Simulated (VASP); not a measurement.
Input of a VASP 6.6.1 run:

INCAR

```
ALGO = Normal
EDIFF = 1E-7
EDIFFG = -0.02
ENCUT = 600
GGA = PS
IBRION = 2
ISIF = 3
ISMEAR = -1
IVDW = 13
LASPH = T
LCHARG = F
LREAL = F
LWAVE = F
NELM = 80
NSW = 80
PREC = Accurate
SIGMA = 0.05
```

KPOINTS

```
k-points
0
Gamma
  12 12 12
```

File POSCAR:

```
Pd
1.0
    0.0000000000      1.9465000000      1.9465000000
    1.9465000000      0.0000000000      1.9465000000
    1.9465000000      1.9465000000      0.0000000000
Pd
1
Direct
    0.0000000000      0.0000000000      0.0000000000
```

Potentials or basis: VASP PAW PBE potentials, release 64 (Pd).

Command:

```bash
$ cat potpaw_PBE.64/Pd/POTCAR > POTCAR
$ mpirun -np 1 vasp_std > vasp.out
```

(1) What does it give for the space group after relaxing (to 0.05 Å)?

(2) Estimate the dispersion energy per atom.

Results:

(1) Fm-3m (No. 225).

(2) -0.295 eV.
